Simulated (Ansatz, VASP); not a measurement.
## HfHg: VASP beside Ansatz

```
Hf Hg
1.0
     3.48254    0.00000    0.00000
     0.00000    3.48254    0.00000
     0.00000    0.00000    3.48254
Hf Hg
1 1
Cartesian
  0.0000 0.0000 0.0000
  1.7413 1.7413 1.7413
```

Alike in both runs: task single point; functional PBEsol; k mesh 10 × 10 × 10; occupations gaussian, width 0.05 eV; no spin polarisation.

|  | VASP | Ansatz |
| --- | --- | --- |
| version | VASP 6.6.1 | Ansatz 0.2.0 |
| potentials or method | VASP PAW PBE potentials, release 64 (Hf_pv, Hg), cutoff 520 eV | scalar-relativistic, plane waves, PAW |
| valence electrons in the cell | 22 | 46 |

```tsv
	VASP	Ansatz	Ansatz less VASP
gap on the k mesh at the Fermi level (eV)	none	none	-
pressure (GPa)	-4.9	-4.6	+0.23
```

VASP's potentials were made for PBE, not for PBEsol. A gap of «none» marks a metal or a gap that the smearing closes. With one functional, cell and mesh, what is left measures potentials, basis and numerics. VASP's potentials hold 22 valence electrons a cell and Ansatz's 46, so a difference there can come from the potentials and not from the codes.

Spin-orbit coupling is off throughout.
